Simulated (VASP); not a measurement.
NaF, 2 atoms in the cell. Symmetry: Pm-3m, No. 221, cubic system. The conventional cell has a = 2.927 Å, b = 2.927 Å, c = 2.927 Å, α = 90.00°, β = 90.00°, γ = 90.00°. Na (site symmetry m-3m) has 8 F at 2.54 Å and 6 Na at 2.93 Å within 3.3 Å. F (site symmetry m-3m) has 8 Na at 2.54 Å and 6 F at 2.93 Å within 3.3 Å.  This cell differs from its parent crystal: ratio of the length along [111] to the lengths across it x 0.5, volume and fractional coordinates fixed.

```yaml
Program: VASP 6.6.1
Task: single point
Functional: LDA
Potentials_or_basis: VASP PAW LDA potentials, release 64 (Na_pv, F)
Cutoff: 520 eV
k_mesh: 4 × 4 × 4
Occupations: gaussian, width 0.05 eV
Spin: no spin polarisation
Dipole_correction: no
Further_INCAR_settings: ALGO = Normal; EDIFF = 1e-06; NBANDS = 14
```

Potentials or basis: VASP PAW LDA potentials, release 64 (Na_pv, F).

The run is started by

```sh
$ cat potpaw_LDA.64/Na_pv/POTCAR potpaw_LDA.64/F/POTCAR > POTCAR
$ mpirun -np 1 vasp_std > vasp.out
```

Hardware: 1 thread of Intel Xeon 6975P-C (shared host).

Q: How long does it take, and how much memory?

A: Run time: 2.5 s on 1 thread of Intel Xeon 6975P-C, on a shared host, peak memory 0.12 GiB. Counts: scf iterations 12, k points 10.
